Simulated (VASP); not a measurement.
Runs of VASP 6.6.1 on GaP. The structure is that of space group F-43m (No. 216), or close to it. The cells are those of the table. 

| cell | gap on the mesh (eV) | pressure (GPa) |
| --- | --- | --- |
| a = 4.002 Å, angles 60.0°, 2 atoms | 1.37 | (c) |
| a = 3.693 Å, angles 60.0°, 2 atoms | (b) | 14.9 |
| a = 3.954 Å, angles 60.0°, 2 atoms | 1.68 | -5.7 |
| a = 3.802 Å, angles 60.0°, 2 atoms | 1.82 | 4.0 |
| a = 3.854 Å, angles 60.0°, 2 atoms | 1.91 | 0.0 |
| a = 3.748 Å, angles 60.0°, 2 atoms | 1.72 | 8.9 |
| a = 3.905 Å, angles 60.0°, 2 atoms | 1.91 | (a) |

Alike in all rows: task single point; level r2SCAN; potentials or basis VASP PAW PBE potentials, release 64 (Ga_d, P); no spin polarisation; k mesh 6 × 6 × 6; cutoff (eV) 520; smearing fermi-dirac 0.1 eV.

Fill in the values left out.

(a) -3.2; (b) 1.61; (c) -7.7.

Caveats: the PAW data sets were made with another functional, which shifts forces and pressure a little.

A k mesh can miss the band edges, and the runs leave out spin-orbit coupling on Ga.
